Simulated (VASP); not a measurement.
# Na2B5 (P-1) in VASP: a series of runs

The runs below take Na2B5 through single point, relaxation of cell and atoms, with PBE.

Everything below comes from runs of VASP 6.6.1. Logs are shortened: lines on timing, memory, paths and dates and some standing lists are left out, and cuts for length are marked.

**1. The cell of the first run**

The typed cell holds 7 atoms: a = 4.408 Å, b = 4.503 Å, c = 7.762 Å, α = 105.28°, β = 93.07°, γ = 114.69°.

**2. Single point, PBE**

The input, INCAR:

```
SYSTEM = Na2B5
  ALGO = Normal
  EDIFF = 1E-6
  ENCUT = 520
  GGA = PE
  ISIF = 2
  ISMEAR = 0
  LASPH = .True.
  LCHARG = .False.
  LREAL = .False.
  LWAVE = .False.
  NBANDS = 24
  NELM = 100
  PREC = Accurate
  SIGMA = 0.1
```

The input, KPOINTS:

```
k-points
0
Gamma
  4 4 4
  0 0 0
```

The input, POSCAR:

```
Na2B5
1.0
    4.4075933634     -0.0238717158      0.0732016896
   -1.8580048809      4.1013113127     -0.0807080636
   -0.5505645109     -2.3503735174      7.3771229363
Na B
2 5
Direct
    0.4063233669      0.8355294737      0.7316623112
    0.5936766331      0.1644705263      0.2683376888
    0.1970333397      0.6011189375      0.0011564703
    0.5000000000      0.5000000000      0.0000000000
    0.0635261628      0.2017737887      0.9998329362
    0.9364738372      0.7982262113      0.0001670638
    0.8029666603      0.3988810625      0.9988435297
```

Potentials or basis: VASP PAW PBE potentials, release 64 (Na_pv, B).

Started as:

```bash
$ cat potpaw_PBE.64/Na_pv/POTCAR potpaw_PBE.64/B/POTCAR > POTCAR
$ mpirun -np 1 vasp_std > vasp.out
```

OUTCAR:

```text
SYSTEM = Na2B5
   EDIFF = 1E-6
   ENCUT = 520
   GGA = PE
   ISIF = 2
   ISMEAR = 0
   LASPH = .True.
   LREAL = .False.
   NELM = 100
   PREC = Accurate

 ion  position               nearest neighbor table
   1  0.406  0.836  0.732-
   2  0.594  0.164  0.268-
   3  0.197  0.601  0.001-   4 1.58   7 1.59   5 1.64   6 1.72
   4  0.500  0.500  0.000-   3 1.58   7 1.58   6 1.83   5 1.83
   5  0.064  0.202  1.000-   3 1.64   6 1.66   7 1.72   4 1.83
   6  0.936  0.798  0.000-   7 1.64   5 1.66   3 1.72   4 1.83
   7  0.803  0.399  0.999-   4 1.58   3 1.59   6 1.64   5 1.72

  LATTYP: Found a triclinic cell.
 ALAT       =     4.4082658272
 B/A-ratio  =     1.0908931559
 C/A-ratio  =     1.9778764235
 COS(alpha) =     0.0023150886
 COS(beta)  =     0.4579667365
 COS(gamma) =     0.5254777552

  Lattice vectors:

 A1 = (   4.4075933634,  -0.0238717158,   0.0732016896)
 A2 = (   2.5495884825,   4.0774395969,  -0.0075063740)
 A3 = (   3.8570288525,  -2.3742452332,   7.4503246259)

Analysis of symmetry for initial positions (statically):
=====================================================================
 Subroutine PRICEL returns:
 Original cell was already a primitive cell.

 Routine SETGRP: Setting up the symmetry group for a
 triclinic supercell.

 Subroutine GETGRP returns: Found  2 space group operations
 (whereof  2 operations were pure point group operations)
 out of a pool of  2 trial point group operations.

The static configuration has the point symmetry S_2 .

Analysis of symmetry for dynamics (positions and initial velocities):
=====================================================================
 Subroutine PRICEL returns:
 Original cell was already a primitive cell.

 Routine SETGRP: Setting up the symmetry group for a
 triclinic supercell.

 Subroutine GETGRP returns: Found  2 space group operations
 (whereof  2 operations were pure point group operations)
 out of a pool of  2 trial point group operations.

The dynamic configuration has the point symmetry S_2 .

 Subroutine INISYM returns: Found  2 space group operations
 (whereof  2 operations are pure point group operations),
 and found     1 'primitive' translations

----------------------------------------------------------------------------------------

                                     Primitive cell

  volume of cell :     132.6762

  direct lattice vectors                    reciprocal lattice vectors
     4.407593363 -0.023871716  0.073201690     0.226613220  0.103644544  0.049933909
    -1.858004881  4.101311313 -0.080708064     0.000030550  0.245376770  0.078180056
    -0.550564511 -2.350373517  7.377122936    -0.002248303  0.001656056  0.135914031

  length of vectors
     4.408265827  4.503271079  7.762043530     0.254143932  0.257530350  0.135942713

  position of ions in fractional coordinates (direct lattice)
     0.406323367  0.835529474  0.731662311
     0.593676633  0.164470526  0.268337689
     0.197033340  0.601118937  0.001156470
     0.500000000  0.500000000  0.000000000
     0.063526163  0.201773789  0.999832936
     0.936473837  0.798226211  0.000167064
     0.802966660  0.398881063  0.998843530

  ion indices of the primitive-cell ions
   primitive index   ion index
                 1           1
                 2           2
                 3           3
                 4           4
                 5           5
                 6           6
                 7           7

----------------------------------------------------------------------------------------

 KPOINTS: k-points

Automatic generation of k-mesh.
 Grid dimensions read from file:
 generate k-points for:    4    4    4

 Generating k-lattice:

  Cartesian coordinates                     Fractional coordinates (reciprocal lattice)
     0.056653305  0.025911136  0.012483477     0.250000000 -0.000000000  0.000000000
     0.000007638  0.061344193  0.019545014    -0.000000000  0.250000000  0.000000000
    -0.000562076  0.000414014  0.033978508     0.000000000  0.000000000  0.250000000

  Length of vectors
     0.063535983  0.064382588  0.033985678

  Shift w.r.t. Gamma in fractional coordinates (k-lattice)
     0.000000000  0.000000000  0.000000000

 Subroutine IBZKPT returns following result:
 ===========================================

 Found     36 irreducible k-points:

 Following reciprocal coordinates:
            Coordinates               Weight
  0.000000  0.000000  0.000000      1.000000
  0.250000  0.000000  0.000000      2.000000
  0.500000  0.000000  0.000000      1.000000
 -0.000000  0.250000  0.000000      2.000000
  0.250000  0.250000  0.000000      2.000000
  0.500000  0.250000  0.000000      2.000000
[... 16 lines left out ...]
 -0.000000 -0.250000  0.250000      2.000000
  0.250000 -0.250000  0.250000      2.000000
 [... further k-points ...]
   k-points           NKPTS =     36   k-points in BZ     NKDIM =     36   number of bands    NBANDS=     24
   number of dos      NEDOS =    301   number of ions     NIONS =      7
   total plane-waves  NPLWV =  77760
   dimension x,y,z NGX =    36 NGY =   36 NGZ =   60
   dimension x,y,z NGXF=    72 NGYF=   72 NGZF=  120
   ions per type =               2   5
   NGX,Y,Z   is equivalent  to a cutoff of  13.58, 13.29, 12.85 a.u.
   NGXF,Y,Z  is equivalent  to a cutoff of  27.15, 26.58, 25.70 a.u.
 SYSTEM =  Na2B5
   PREC   = accura    normal or accurate (medium, high low for compatibility)
   ISTART =      0    job   : 0-new  1-cont  2-samecut
   ICHARG =      2    charge: 1-file 2-atom 10-const
   ISPIN  =      1    spin polarized calculation?
   LNONCOLLINEAR =      F non collinear calculations
   LSORBIT =      F    spin-orbit coupling
   LASPH  =      T    aspherical Exc in radial PAW
   ENCUT  =  520.0 eV  38.22 Ry    6.18 a.u.   8.20  8.37 14.43*2*pi/ulx,y,z
   NELM   =    100;   NELMIN=  2; NELMDL= -5     # of ELM steps
   EDIFF  = 0.1E-05   stopping-criterion for ELM
   LREAL  =      F    real-space projection
   EDIFFG = 0.1E-04   stopping-criterion for IOM
   NSW    =      0    number of steps for IOM
   IBRION =     -1    ionic relax: 0-MD 1-quasi-New 2-CG
   NFREE  =      0    steps in history (QN), initial steepest desc. (CG)
   ISIF   =      2    stress and relaxation
   ISYM   =      2    0-nonsym 1-usesym 2-fastsym
   POTIM  = 0.5000    time-step for ionic-motion
   TEBEG  =    0.0;   TEEND  =   0.0 temperature during run
   PSTRESS=    0.0 pullay stress
   NELECT =      29.0000    total number of electrons
   NUPDOWN=      -1.0000    fix difference up-down
   EMIN   =  10.00;   EMAX   =-10.00  energy-range for DOS
   EFERMI =   0.00;   METHOD = LEGACY
   ISMEAR =     0;   SIGMA  =   0.10  broadening in eV -4-tet -1-fermi 0-gaus
   EFERMI_NEDOS =   21; number of points for ismear=-14 and -15
   IALGO  =     38    algorithm
   IMIX   =      4    mixing-type and parameters
     AMIX     =   0.40;   BMIX     =  1.00
     AMIX_MAG =   1.60;   BMIX_MAG =  1.00
  volume/ion in A,a.u.               =      18.95       127.91
  Fermi-wavevector in a.u.,A,eV,Ry     =   0.986150  1.863554 13.231564  0.972493
  Thomas-Fermi vector in A             =   2.117510
   LORBIT       =      0    0 simple, 1 ext, 2 COOP (PROOUT), +10 PAW based schemes
   GGA     = PE    functional components
   LHFCALC =     F    Hartree Fock is set to
   AEXX    =    0.0000 exact exchange contribution
   IVDW    =     0    specifies the selected vdW correction
   LEPSILON=     F    determine dielectric tensor
   LRPA    =     F    only Hartree local field effects (RPA)
 non-spin polarized calculation
 Gauss-broadening in eV      SIGMA  =   0.10
  energy-cutoff  :      520.00
  volume of cell :      132.68
 maximum number of plane-waves:      3592
 NGX is ok and might be reduce to    36
   NGX = 17   NGY = 17   NGZ = 29

 number of electron      29.0000002 magnetization

 Free energy of the ion-electron system (eV)
  ---------------------------------------------------
  ext. energy  EPLUGINS =         0.00000000
  ---------------------------------------------------
  free energy    TOTEN  =       -34.41257654 eV

  energy without entropy =      -34.40323980  energy(sigma->0) =      -34.40790817

 E-fermi :   1.2860     XC(G=0):  -7.3931

 val. band max:        1.2651862297   @ k =  -0.0000   0.2500   0.0000
 cond. band min:       1.3228121112   @ k =   0.2500   0.0000   0.5000
 fundamental gap:      0.0576258816
 Fermi energy:         1.2860140478

 k-point     1 :       0.0000    0.0000    0.0000
  band No.  band energies     occupation
      1     -23.5653      2.00000
      2     -23.5652      2.00000
      3     -23.5563      2.00000
      4     -23.5492      2.00000
      5     -23.5487      2.00000
      6     -23.5452      2.00000
[... 16 lines left out ...]
     23       8.9219      0.00000
     24       9.1718      0.00000

 k-point     2 :       0.2500    0.0000    0.0000
  band No.  band energies     occupation
      1     -23.5669      2.00000
      2     -23.5660      2.00000
      3     -23.5554      2.00000
      4     -23.5500      2.00000
      5     -23.5496      2.00000
      6     -23.5454      2.00000
[... 16 lines left out ...]
     23       7.8880      0.00000
     24       8.1257      0.00000

 k-point     3 :       0.5000    0.0000    0.0000
  band No.  band energies     occupation
      1     -23.5684      2.00000
      2     -23.5670      2.00000
      3     -23.5544      2.00000
      4     -23.5508      2.00000
      5     -23.5505      2.00000
      6     -23.5457      2.00000
[... 16 lines left out ...]
     23       7.4640      0.00000
     24       7.8280      0.00000
[... 514 lines left out ...]
 k-point    23 :      -0.0000   -0.2500    0.2500
  band No.  band energies     occupation
      1     -23.5666      2.00000
      2     -23.5656      2.00000
      3     -23.5553      2.00000
      4     -23.5501      2.00000
      5     -23.5496      2.00000
      6     -23.5455      2.00000
[... 16 lines left out ...]
     23       7.9324      0.00000
     24       8.2631      0.00000

 k-point    24 :       0.2500   -0.2500    0.2500
  band No.  band energies     occupation
      1     -23.5667      2.00000
      2     -23.5652      2.00000
      3     -23.5548      2.00000
      4     -23.5512      2.00000
      5     -23.5507      2.00000
      6     -23.5458      2.00000
[... 16 lines left out ...]
     23       7.5649      0.00000
     24       7.8841      0.00000

 [... further k-points ...]

------------------------ aborting loop because EDIFF is reached ----------------------------------------

  FORCE on cell =-STRESS in cart. coord.  units (eV):
  Direction    XX          YY          ZZ          XY          YZ          ZX
  --------------------------------------------------------------------------------------
  -------------------------------------------------------------------------------------
  Total       -0.0715170      0.0961784     -0.0543121      0.0417962     -0.0429601      0.0186761
  in kB       -0.8636278      1.1614352     -0.6558647      0.5047250     -0.5187799      0.2255295
  external PRESSURE =      -0.1193524 kB  Pullay stress =       0.0000000 kB

 VOLUME and BASIS-vectors are now :
 -----------------------------------------------------------------------------
  energy-cutoff  :      520.00
  volume of cell :      132.68
      direct lattice vectors                 reciprocal lattice vectors
     4.407593363 -0.023871716  0.073201690     0.226613220  0.103644544  0.049933909
    -1.858004881  4.101311313 -0.080708064     0.000030550  0.245376770  0.078180056
    -0.550564511 -2.350373517  7.377122936    -0.002248303  0.001656056  0.135914031

 POSITION                                       TOTAL-FORCE (eV/Angst)
 -----------------------------------------------------------------------------------
     -0.16434      1.69739      5.35987        -0.001471      0.001485      0.006520
      2.16336      0.02968      2.00974         0.001471     -0.001485     -0.006520
     -0.24908      2.45795     -0.02556         0.014609      0.004321      0.004485
      1.27479      2.03872     -0.00375        -0.000000     -0.000000      0.000000
     -0.64537     -1.52396      7.36426         0.007349     -0.010550      0.003206
      2.64440      3.25103      0.00536        -0.007349      0.010550     -0.003206
      2.24810     -0.73089      7.39518        -0.014609     -0.004321     -0.004485
 -----------------------------------------------------------------------------------
    total drift:                                0.000000     -0.000000     -0.000000

  FREE ENERGIE OF THE ION-ELECTRON SYSTEM (eV)
  ---------------------------------------------------
  free  energy   TOTEN  =       -34.4125765379 eV

  energy  without entropy=      -34.4032397975  energy(sigma->0) =      -34.40790817
```

It took 73 s on 1 thread of Intel Xeon Platinum 8488C (Sapphire Rapids), shared host; peak memory 0.29 GiB.

What came out:

* Free energy: -34.4126 eV
* Pressure: 0.0 GPa
* Largest force: 0.016 eV/Å

Forces in eV/Å, atoms in the order of the input:
```
Na  -0.001  0.001  0.007
Na   0.001 -0.001 -0.007
B    0.015  0.004  0.004
B    0.000  0.000  0.000
B    0.007 -0.011  0.003
B   -0.007  0.011 -0.003
B   -0.015 -0.004 -0.004
```

Levels at points of the mesh, in eV from the Fermi level:
```csv
k point,band 11,band 12,band 13,band 14,band 15,band 16,band 17,band 18
"(0.00, 0.00, 0.00)",-5.29,-5.20,-3.06,-1.34,-0.63,2.30,2.64,3.12
"(0.50, 0.00, 0.00)",-4.29,-3.96,-2.84,-2.24,1.18,1.31,2.07,2.95
"(0.00, 0.50, 0.00)",-4.34,-2.75,-1.69,-0.73,-0.70,1.31,1.46,2.46
"(0.50, 0.50, 0.00)",-4.31,-3.30,-3.17,-2.82,0.41,1.43,1.54,2.97
"(0.00, 0.00, 0.50)",-5.36,-5.20,-3.06,-0.88,-0.54,2.00,2.35,2.65
"(0.50, 0.00, 0.50)",-4.29,-3.97,-2.84,-2.29,1.40,1.51,2.26,2.94
"(0.00, 0.50, 0.50)",-4.33,-2.75,-1.63,-0.73,-0.70,1.16,1.25,2.38
"(0.50, 0.50, 0.50)",-4.31,-3.30,-3.20,-2.86,0.45,1.70,2.08,2.82
```

Caveat: the k points lie up to 0.40 Å⁻¹ apart.

**3. Relaxation of cell and atoms, PBE**

This run uses another cell than the first one, of 18.58 Å³/atom, 0.980 times its volume.

The input, INCAR:

```
SYSTEM = Na2B5
ALGO = Normal
EDIFF = 1E-6
EDIFFG = -0.04
ENCUT = 600
GGA = PE
IBRION = 2
ISIF = 3
ISMEAR = 0
LASPH = .TRUE.
LCHARG = .FALSE.
LREAL = .FALSE.
LWAVE = .FALSE.
NELM = 100
NSW = 90
PREC = Accurate
SIGMA = 0.1
```

The input, KPOINTS:

```
k-points
0
G
  4 4 4
  0 0 0
```

The input, POSCAR:

```
Na2B5
1.0
    4.3987621528      0.0000000000      0.0000000000
   -1.8321762980      4.0815439825      0.0000000000
   -0.6819879018     -2.2595229622      7.2427881091
Na B
2 5
Direct
    0.3779297177      0.8268395661      0.7238984403
    0.6220702823      0.1731604339      0.2761015597
    0.1981869541      0.6109629435      0.0127482527
    0.5000000000      0.5000000000      0.0000000000
    0.0562601528      0.1955405015      0.9952979896
    0.9437398472      0.8044594985      0.0047020104
    0.8018130459      0.3890370565      0.9872517473
```

Potentials or basis: VASP PAW PBE potentials, release 64 (Na_pv, B).

Started as:

```bash
$ cat potpaw_PBE.64/Na_pv/POTCAR potpaw_PBE.64/B/POTCAR > POTCAR
$ mpirun -np 1 vasp_std > vasp.out
```

It took 4 min on 1 thread of Intel Xeon Platinum 8488C (Sapphire Rapids), shared host; peak memory 0.32 GiB.

It converged, with:

| Item | Value |
| --- | --- |
| Free energy | -34.4113 eV |
| Relaxed volume | 18.58 Å³/atom |
| Relaxed cell | a = 4.398 Å, b = 4.499 Å, c = 7.604 Å, α = 103.58°, β = 94.69°, γ = 114.73° |
| Space group after relaxing (to 0.05 Å) | P-1 (No. 2) |
| Energy gained by relaxing | 7.2 meV/atom |
| Ionic steps | 8 |
| Pressure after relaxing | 0.0 GPa |
| Largest force after relaxing | 0.033 eV/Å |

Forces in eV/Å, atoms in the order of the input:
```
Na   0.002 -0.002  0.033
Na  -0.002  0.002 -0.033
B   -0.019 -0.005 -0.016
B    0.000  0.000  0.000
B   -0.004  0.006  0.019
B    0.004 -0.006 -0.019
B    0.019  0.005  0.016
```

Stress tensor (GPa, compression positive):
```
 0.11  0.05  0.08
 0.05 -0.10  0.03
 0.08  0.03  0.03
```

The path:
| step | energy change (eV) | largest force (eV/Å) | pressure (GPa) | volume (Å³) |
| --- | --- | --- | --- | --- |
| 1 | 0.0000 | 1.1378 | 0.07 | 130.04 |
| 2 | 0.0355 | 1.7664 | 0.36 | 130.18 |
| 3 | -0.0415 | 0.2467 | 0.05 | 130.10 |
| 4 | -0.0488 | 0.1476 | -0.01 | 130.19 |
| 5 | -0.0490 | 0.0948 | 0.00 | 130.18 |
| 6 | -0.0496 | 0.1226 | -0.10 | 130.19 |
| 7 | -0.0496 | 0.0784 | -0.07 | 130.19 |
| 8 | -0.0503 | 0.0335 | 0.01 | 130.06 |

Final structure:
```
Na B
1.0
     4.39835   -0.02690    0.00992
    -1.85689    4.09786   -0.00143
    -0.65179   -2.25338    7.23331
Na B
2 5
Direct
  0.37810 0.82703 0.72492
  0.62190 0.17297 0.27508
  0.20087 0.60683 0.01221
  0.50000 0.50000 0.00000
  0.06279 0.19988 0.99609
  0.93721 0.80012 0.00391
  0.79913 0.39317 0.98779
```

Levels at points of the mesh, in eV from the Fermi level:
| k point | band 12 | band 13 | band 14 | band 15 | band 16 | band 17 |
| --- | --- | --- | --- | --- | --- | --- |
| (0.00, 0.00, 0.00) | -5.14 | -3.08 | -1.39 | -0.62 | 2.30 | 2.59 |
| (0.50, 0.00, 0.00) | -3.97 | -2.89 | -2.19 | 1.26 | 1.26 | 2.03 |
| (0.00, 0.50, 0.00) | -2.73 | -1.74 | -0.73 | -0.68 | 1.27 | 1.44 |
| (0.50, 0.50, 0.00) | -3.35 | -3.12 | -2.81 | 0.37 | 1.35 | 1.51 |
| (0.00, 0.00, 0.50) | -5.16 | -3.08 | -0.88 | -0.53 | 2.00 | 2.36 |
| (0.50, 0.00, 0.50) | -3.99 | -2.90 | -2.23 | 1.37 | 1.41 | 2.27 |
| (0.00, 0.50, 0.50) | -2.73 | -1.74 | -0.73 | -0.65 | 1.16 | 1.21 |
| (0.50, 0.50, 0.50) | -3.37 | -3.14 | -2.86 | 0.40 | 1.71 | 2.18 |

Caveat: the k points lie up to 0.40 Å⁻¹ apart in the final cell.
